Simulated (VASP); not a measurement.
# Te (I4_1/amd) in VASP: single point with PBE

Aim: the single point of Te with PBE.

Everything below comes from runs of VASP 6.6.1. Logs are shortened: lines on timing, memory, paths and dates and some standing lists are left out, and cuts for length are marked.

### Step 1. The cell of the first run

It takes space group I4_1/amd (No. 141, tetragonal). The conventional cell has a = 5.120 Å, b = 5.120 Å, c = 2.701 Å, α = 90.00°, β = 90.00°, γ = 90.00°. Te (site symmetry -4m2) has 10 Te at 2.65 to 3.26 Å within 3.5 Å.

### Step 2. Single point, PBE (17.70 Å³/atom)

POSCAR reads:

```
Te
1.0
   -2.5597820091      2.5597820091      1.3505531705
    2.5597820091     -2.5597820091      1.3505531705
    2.5597820091      2.5597820091     -1.3505531705
Te
2
Direct
   -0.3750000000     -0.1250000000     -0.2500000000
    0.3750000000      0.1250000000      0.2500000000
```

INCAR.step1 reads:

```
  PREC = Accurate
  ENCUT = 520
  EDIFF = 1E-6
  ISMEAR = -1
  SIGMA = 0.08
  LREAL = False
  LASPH = True
  NELM = 60
  ALGO = Normal
  ISIF = 2
  LWAVE = False
  LCHARG = True
  GGA = PE
  NBANDS = 13
```

KPOINTS.step1 reads:

```
regular mesh
0
Gamma
  15 15 15
```

INCAR.step2 reads:

```
  PREC = Accurate
  ENCUT = 520
  EDIFF = 1E-6
  ISMEAR = -5
  SIGMA = 0.08
  LREAL = False
  LASPH = True
  NELM = 60
  ALGO = Normal
  ISIF = 2
  LWAVE = False
  LCHARG = False
  GGA = PE
  LORBIT = 11
  NEDOS = 2001
  ICHARG = 11
```

KPOINTS.step2 reads:

```
regular mesh
0
Gamma
  23 23 23
```

Potentials or basis: VASP PAW PBE potentials, release 64 (Te).

Started as:

```console
> cat potpaw_PBE.64/Te/POTCAR > POTCAR
> cp INCAR.step1 INCAR
> cp KPOINTS.step1 KPOINTS
> mpirun -np 1 vasp_std > vasp.out
> cp INCAR.step2 INCAR
> cp KPOINTS.step2 KPOINTS
> mpirun -np 1 vasp_std > vasp.out
```

OUTCAR:

```text
PREC = Accurate
   ENCUT = 520
   EDIFF = 1E-6
   ISMEAR = -5
   LREAL = False
   LASPH = True
   NELM = 60
   ISIF = 2
   GGA = PE
   LORBIT = 11
   ICHARG = 11

 ion  position               nearest neighbor table
   1  0.625  0.875  0.750-   2 2.65   2 2.65   2 2.65   2 2.65   2 3.26   2 3.26   2 3.26   2 3.26

   2  0.375  0.125  0.250-   1 2.65   1 2.65   1 2.65   1 2.65   1 3.26   1 3.26   1 3.26   1 3.26

  LATTYP: Found a body centered tetragonal cell.
 ALAT       =     5.1195640182
 C/A-ratio  =     0.5276047592

  Lattice vectors:

 A1 = (  -2.5597820091,   2.5597820091,   1.3505531705)
 A2 = (   2.5597820091,  -2.5597820091,   1.3505531705)
 A3 = (   2.5597820091,   2.5597820091,  -1.3505531705)

Analysis of symmetry for initial positions (statically):
=====================================================================
 Subroutine PRICEL returns:
 Original cell was already a primitive cell.

 Routine SETGRP: Setting up the symmetry group for a
 body centered tetragonal supercell.

 Subroutine GETGRP returns: Found 16 space group operations
 (whereof  4 operations were pure point group operations)
 out of a pool of 16 trial point group operations.

The static configuration has the point symmetry C_2h.
 The point group associated with its full space group is D_4h.

Analysis of symmetry for dynamics (positions and initial velocities):
=====================================================================
 Subroutine PRICEL returns:
 Original cell was already a primitive cell.

 Routine SETGRP: Setting up the symmetry group for a
 body centered tetragonal supercell.

 Subroutine GETGRP returns: Found 16 space group operations
 (whereof  4 operations were pure point group operations)
 out of a pool of 16 trial point group operations.

The dynamic configuration has the point symmetry C_2h.
 The point group associated with its full space group is D_4h.

 Subroutine INISYM returns: Found 16 space group operations
 (whereof  4 operations are pure point group operations),
 and found     1 'primitive' translations

----------------------------------------------------------------------------------------

                                     Primitive cell

  volume of cell :      35.3979

  direct lattice vectors                    reciprocal lattice vectors
    -2.559782009  2.559782009  1.350553171     0.000000000  0.195329133  0.370218671
     2.559782009 -2.559782009  1.350553171     0.195329133  0.000000000  0.370218671
     2.559782009  2.559782009 -1.350553171     0.195329133  0.195329133  0.000000000

  length of vectors
     3.863801462  3.863801462  3.863801462     0.418587308  0.418587308  0.276237109

  position of ions in fractional coordinates (direct lattice)
     0.625000000  0.875000000  0.750000000
     0.375000000  0.125000000  0.250000000

  ion indices of the primitive-cell ions
   primitive index   ion index
                 1           1
                 2           2

----------------------------------------------------------------------------------------

 KPOINTS: regular mesh

Automatic generation of k-mesh.
 Grid dimensions read from file:
 generate k-points for:   23   23   23

 Generating k-lattice:

  Cartesian coordinates                     Fractional coordinates (reciprocal lattice)
     0.000000000  0.008492571  0.016096464     0.043478261 -0.000000000  0.000000000
     0.008492571  0.000000000  0.016096464    -0.000000000  0.043478261  0.000000000
     0.008492571  0.008492571  0.000000000     0.000000000  0.000000000  0.043478261

  Length of vectors
     0.018199448  0.018199448  0.012010309

  Shift w.r.t. Gamma in fractional coordinates (k-lattice)
     0.000000000  0.000000000  0.000000000

 TETIRR: Found  29779 inequivalent tetrahedra from    73002

 Subroutine IBZKPT returns following result:
 ===========================================

 Found    936 irreducible k-points:

 Following reciprocal coordinates:
            Coordinates               Weight
  0.000000  0.000000  0.000000      1.000000
  0.043478 -0.000000  0.000000      8.000000
  0.086957 -0.000000  0.000000      8.000000
  0.130435 -0.000000  0.000000      8.000000
  0.173913 -0.000000  0.000000      8.000000
  0.217391  0.000000  0.000000      8.000000
[... 16 lines left out ...]
  0.478261  0.043478  0.000000     16.000000
 -0.478261  0.043478  0.000000     16.000000
 [... further k-points ...]
   k-points           NKPTS =    936   k-points in BZ     NKDIM =    936   number of bands    NBANDS=     10
   number of dos      NEDOS =   2001   number of ions     NIONS =      2
   total plane-waves  NPLWV =  27000
   dimension x,y,z NGX =    30 NGY =   30 NGZ =   30
   dimension x,y,z NGXF=    60 NGYF=   60 NGZF=   60
   ions per type =               2
   NGX,Y,Z   is equivalent  to a cutoff of  12.91, 12.91, 12.91 a.u.
   NGXF,Y,Z  is equivalent  to a cutoff of  25.82, 25.82, 25.82 a.u.
 SYSTEM =  unknown system
   PREC   = accura    normal or accurate (medium, high low for compatibility)
   ISTART =      0    job   : 0-new  1-cont  2-samecut
   ICHARG =     11    charge: 1-file 2-atom 10-const
   ISPIN  =      1    spin polarized calculation?
   LNONCOLLINEAR =      F non collinear calculations
   LSORBIT =      F    spin-orbit coupling
   LASPH  =      T    aspherical Exc in radial PAW
   ENCUT  =  520.0 eV  38.22 Ry    6.18 a.u.   7.18  7.18  7.18*2*pi/ulx,y,z
   NELM   =     60;   NELMIN=  2; NELMDL=  0     # of ELM steps
   EDIFF  = 0.1E-05   stopping-criterion for ELM
   LREAL  =      F    real-space projection
   EDIFFG = 0.1E-04   stopping-criterion for IOM
   NSW    =      0    number of steps for IOM
   IBRION =     -1    ionic relax: 0-MD 1-quasi-New 2-CG
   NFREE  =      0    steps in history (QN), initial steepest desc. (CG)
   ISIF   =      2    stress and relaxation
   ISYM   =      2    0-nonsym 1-usesym 2-fastsym
   POTIM  = 0.5000    time-step for ionic-motion
   TEBEG  =    0.0;   TEEND  =   0.0 temperature during run
   PSTRESS=    0.0 pullay stress
   NELECT =      12.0000    total number of electrons
   NUPDOWN=      -1.0000    fix difference up-down
   EMIN   =  10.00;   EMAX   =-10.00  energy-range for DOS
   EFERMI =   0.00;   METHOD = LEGACY
   ISMEAR =    -5;   SIGMA  =   0.08  broadening in eV -4-tet -1-fermi 0-gaus
   EFERMI_NEDOS =   21; number of points for ismear=-14 and -15
   IALGO  =     38    algorithm
   IMIX   =      4    mixing-type and parameters
     AMIX     =   0.40;   BMIX     =  1.00
     AMIX_MAG =   1.60;   BMIX_MAG =  1.00
  volume/ion in A,a.u.               =      17.70       119.44
  Fermi-wavevector in a.u.,A,eV,Ry     =   1.141500  2.157123 17.728703  1.303023
  Thomas-Fermi vector in A             =   2.278200
   LORBIT       =     11    0 simple, 1 ext, 2 COOP (PROOUT), +10 PAW based schemes
   GGA     = PE    functional components
   LHFCALC =     F    Hartree Fock is set to
   AEXX    =    0.0000 exact exchange contribution
   IVDW    =     0    specifies the selected vdW correction
   LEPSILON=     F    determine dielectric tensor
   LRPA    =     F    only Hartree local field effects (RPA)
 non-spin polarized calculation
 Fermi weights with tetrahedron method with Bloechl corrections
  energy-cutoff  :      520.00
  volume of cell :       35.40
 maximum number of plane-waves:       970
 NGX is ok and might be reduce to    30

 number of electron      12.0000001 magnetization

 Free energy of the ion-electron system (eV)
  ---------------------------------------------------
  ext. energy  EPLUGINS =         0.00000000
  ---------------------------------------------------
  free energy    TOTEN  =        -0.42458080 eV

  energy without entropy =       -0.42458080  energy(sigma->0) =       -0.42458080

 E-fermi :  16.5465     XC(G=0): -12.2449

 val. band max:       16.6603334524   @ k =  -0.2609  -0.2609   0.0870
 cond. band min:      16.4095147866   @ k =   0.3478   0.0000   0.0000
 fundamental gap:     -0.2508186658
 Fermi energy:        16.5464904535

 k-point     1 :       0.0000    0.0000    0.0000
  band No.  band energies     occupation
      1      -3.1746      2.00000
      2       6.7472      2.00000
      3       8.5954      2.00000
      4       8.5954      2.00000
      5      15.4476      2.00000
      6      19.3977      0.00000
      7      19.3977      0.00000
      8      21.1139      0.00000
      9      21.5088      0.00000
     10      23.5969      0.00000

 k-point     2 :       0.0435   -0.0000    0.0000
  band No.  band energies     occupation
      1      -3.1225      2.00000
      2       6.6467      2.00000
      3       8.6048      2.00000
      4       8.7962      2.00000
      5      15.5283      2.00000
      6      19.1959      0.00000
      7      19.4218      0.00000
      8      20.7274      0.00000
      9      20.9143      0.00000
     10      23.5400      0.00000

 k-point     3 :       0.0870   -0.0000    0.0000
  band No.  band energies     occupation
      1      -2.9661      2.00000
      2       6.4379      2.00000
      3       8.6345      2.00000
      4       9.3040      2.00000
      5      15.7673      2.00000
      6      18.6225      0.00000
      7      19.4734      0.00000
      8      19.5806      0.00000
      9      19.8146      0.00000
     10      23.4710      0.00000
[... 248 lines left out ...]
 k-point    23 :       0.4783    0.0435    0.0000
  band No.  band energies     occupation
      1       2.7775      2.00000
      2       4.6904      2.00000
      3       8.2239      2.00000
      4       9.3243      2.00000
      5      10.1938      2.00000
      6      14.7583      2.00000
      7      15.1614      2.00000
      8      17.8546      0.00000
      9      20.7553      0.00000
     10      23.5563      0.00000

 k-point    24 :      -0.4783    0.0435    0.0000
  band No.  band energies     occupation
      1       2.0858      2.00000
      2       5.3036      2.00000
      3       7.9222      2.00000
      4       9.7670      2.00000
      5      10.2735      2.00000
      6      15.0603      2.00000
      7      15.2156      2.00000
      8      17.5891      0.00000
      9      20.5944      0.00000
     10      23.2158      0.00000

 [... further k-points ...]

------------------------ aborting loop because EDIFF is reached ----------------------------------------

  FORCE on cell =-STRESS in cart. coord.  units (eV):
  Direction    XX          YY          ZZ          XY          YZ          ZX
  --------------------------------------------------------------------------------------
  -------------------------------------------------------------------------------------
  Total       22.5330361     22.5330361     22.9081605      0.0000000     -0.0000000      0.0000000
  in kB     1019.8883973   1019.8883973   1036.8672470      0.0000000     -0.0000000      0.0000000
  external PRESSURE =    1025.5480138 kB  Pullay stress =       0.0000000 kB

 VOLUME and BASIS-vectors are now :
 -----------------------------------------------------------------------------
  energy-cutoff  :      520.00
  volume of cell :       35.40
      direct lattice vectors                 reciprocal lattice vectors
    -2.559782009  2.559782009  1.350553171     0.000000000  0.195329133  0.370218671
     2.559782009 -2.559782009  1.350553171     0.195329133  0.000000000  0.370218671
     2.559782009  2.559782009 -1.350553171     0.195329133  0.195329133  0.000000000

 POSITION                                       TOTAL-FORCE (eV/Angst)
 -----------------------------------------------------------------------------------
      2.55978      1.27989      1.01291        -0.000000     -0.000000      0.000000
      0.00000      1.27989      0.33764         0.000000      0.000000     -0.000000
 -----------------------------------------------------------------------------------
    total drift:                                0.000000     -0.000000      0.000000

  FREE ENERGIE OF THE ION-ELECTRON SYSTEM (eV)
  ---------------------------------------------------
  free  energy   TOTEN  =        -0.4245808001 eV

  energy  without entropy=       -0.4245808001  energy(sigma->0) =       -0.42458080

 total charge

# of ion       s       p       d       tot
------------------------------------------
    1        1.471   2.004   0.238   3.713
    2        1.471   2.004   0.238   3.713
--------------------------------------------------
tot          2.942   4.008   0.477   7.427
```

Run time: 3.6 min. Hardware: 1 thread of Intel Xeon Platinum 8488C (Sapphire Rapids), shared host; peak memory 0.45 GiB.

Results:

```
Valence electrons inside the program's atomic spheres : Te 3.71
```

Caveat: spin-orbit coupling is left out, which moves the levels of the heavy elements.
